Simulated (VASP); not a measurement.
Set up this calculation in VASP 6.6.1, as the native input.

```yaml
Task: single point
Functional: LDA
Potentials_or_basis: VASP PAW LDA potentials, release 64 (Rh_pv)
Cutoff: 520 eV
k_mesh: 24 × 24 × 24
Occupations: gaussian, width 0.1 eV
Spin: no spin polarisation
Dipole_correction: no
Further_INCAR_settings: ALGO = Normal; EDIFF = 1e-06; NBANDS = 14
```

The structure of Rh lies in POSCAR:

```
Rh
1.0
    0.0000000000      1.8767887104      1.8767887104
    1.8767887104      0.0000000000      1.8767887104
    1.8767887104      1.8767887104      0.0000000000
Rh
1
Direct
    0.0000000000      0.0000000000      0.0000000000
```

These files were run (other wordings do the same):

INCAR

```
  PREC = Accurate
  ENCUT = 520
  EDIFF = 1E-6
  ISMEAR = 0
  SIGMA = 0.1
  LREAL = F
  LASPH = T
  NELM = 100
  ALGO = Normal
  ISIF = 2
  LWAVE = F
  LCHARG = F
  NBANDS = 14
```

KPOINTS

```
Automatic mesh
0
Gamma
  24 24 24
```

Potentials or basis: VASP PAW LDA potentials, release 64 (Rh_pv).

The run is started by

```sh
$ cat potpaw_LDA.64/Rh_pv/POTCAR > POTCAR
$ mpirun -np 1 vasp_std > vasp.out
```

It gave:

```yaml
Pressure: 0.9 GPa
```

Wall time 25 s on 1 thread of Intel(R) Xeon(R) 6975P-C (Granite Rapids), with other jobs on the host, peak memory 0.17 GiB.
